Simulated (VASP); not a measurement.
Wanted: the native input for a VASP 6.6.1 run.

| Property | Result |
| --- | --- |
| Task | single point |
| Functional | PBEsol |
| Potentials or basis | VASP PAW PBE potentials, release 64 (Ta_pv, N) |
| Cutoff | 520 eV |
| k mesh | 14 × 14 × 10 |
| Occupations | gaussian, width 0.15 eV |
| Spin | no spin polarisation |
| Dipole correction | no |
| Further INCAR settings | ALGO = Normal; EDIFF = 1e-07; NBANDS = 24 |

The structure of TaN lies in POSCAR:

```
TaN
1.0
    0.0000000000     -2.1874436362     -2.1874436362
    0.0000000000      2.1874436362     -2.1874436362
    4.3748872723      0.0000000000      0.0000000000
Ta N
2 2
Direct
    0.5118583951      0.4881416049     -0.0139207852
   -0.0118583951      0.0118583951      0.5139207852
    0.4869710929      0.5130289071      0.4701706600
    0.0130289071     -0.0130289071      0.0298293400
```

This cell differs from its parent crystal: atoms displaced along a vibrational mode.

One way to write it, as run:

INCAR

```
  ALGO = Normal
  EDIFF = 1E-7
  ENCUT = 520
  GGA = PS
  ISIF = 2
  ISMEAR = 0
  LASPH = True
  LCHARG = True
  LELF = True
  LREAL = False
  LVHAR = True
  LWAVE = False
  NBANDS = 24
  NELM = 60
  PREC = Accurate
  SIGMA = 0.15
```

KPOINTS

```
k-points
0
Gamma
  14 14 10
```

Potentials or basis: VASP PAW PBE potentials, release 64 (Ta_pv, N).

Command:

```sh
$ cat potpaw_PBE.64/Ta_pv/POTCAR potpaw_PBE.64/N/POTCAR > POTCAR
$ mpirun -np 1 vasp_std > vasp.out
```

It gave:

```yaml
Pressure: 1.5 GPa
Largest_force: 1.274 eV/Å
Band_gap_on_the_k_mesh: zero (bands 16 and 17 overlap by 3.44 eV)
```

Caveat: the cell differs from its parent crystal (atoms displaced along a vibrational mode); the PAW data sets were made with another functional, which shifts forces and pressure a little; spin-orbit coupling is left out, which moves the levels of the heavy elements.

Wall time 3.9 min on 1 thread of Intel(R) Xeon(R) 6975P-C (Granite Rapids), with other jobs on the host, peak memory 0.52 GiB.
